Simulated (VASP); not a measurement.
Here is a VASP 6.6.1 calculation.

File INCAR:

```
  ALGO = Normal
  EDIFF = 1E-6
  ENCUT = 520
  GGA = PE
  ISIF = 2
  ISMEAR = 0
  LASPH = True
  LCHARG = False
  LREAL = False
  LWAVE = False
  NBANDS = 16
  NELM = 80
  PREC = Accurate
  SIGMA = 0.05
```

The input KPOINTS:

```
k-points
0
Gamma
  8 8 8
```

The input POSCAR:

```
CdS
1.0
    0.0000000000      2.6772000000      2.7936000000
    2.6772000000      0.0000000000      2.7936000000
    2.6772000000      2.6772000000      0.0000000000
Cd S
1 1
Direct
    0.0000000000      0.0000000000      0.0000000000
    0.7500000000      0.7500000000      0.7500000000
```

Potentials or basis: VASP PAW PBE potentials, release 64 (Cd, S).

Launch:

```console
$ cat potpaw_PBE.64/Cd/POTCAR potpaw_PBE.64/S/POTCAR > POTCAR
$ mpirun -np 1 vasp_std > vasp.out
```

Problem. What does it give for the band gap on the k mesh?

Solution. 1.52 eV.

Problem. What does it give for the pressure?

Solution. 26.3 GPa.

Stress tensor (GPa, compression positive):
```
26.12  0.00  0.00
 0.00 26.12  0.00
 0.00  0.00 26.52
```

Caveat: the cell differs from its parent crystal (strain -0.080 along x and y, -0.040 along z); the cell stands under pressure.
